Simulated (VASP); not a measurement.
A run of VASP 6.6.1 is set up as follows.

File INCAR:

```
PREC = Accurate
ENCUT = 520
EDIFF = 1E-7
ISMEAR = 0
SIGMA = 0.02
LREAL = False
LASPH = True
NELM = 100
ALGO = Normal
ISIF = 2
LWAVE = False
LCHARG = False
GGA = PE
NBANDS = 11
```

The input KPOINTS:

```
regular mesh
0
Gamma
  8 8 8
```

File POSCAR:

```
MgS
1.0
    0.0000000000      2.6992655735      2.6992655735
    2.6992655735      0.0000000000      2.6992655735
    2.6992655735      2.6992655735      0.0000000000
Mg S
1 1
Direct
    0.0000000000      0.0000000000      0.0000000000
    0.5000000000      0.5000000000      0.5000000000
```

Potentials or basis: VASP PAW PBE potentials, release 64 (Mg, S).

The run is started by

```sh
$ cat potpaw_PBE.64/Mg/POTCAR potpaw_PBE.64/S/POTCAR > POTCAR
$ mpirun -np 1 vasp_std > vasp.out
```

Question: Predict the band gap on the k mesh.

Answer: 2.53 eV, indirect (least direct gap 2.90 eV).

Question: Predict the pressure.

Answer: -6.0 GPa.

 A k mesh can miss the band edges.
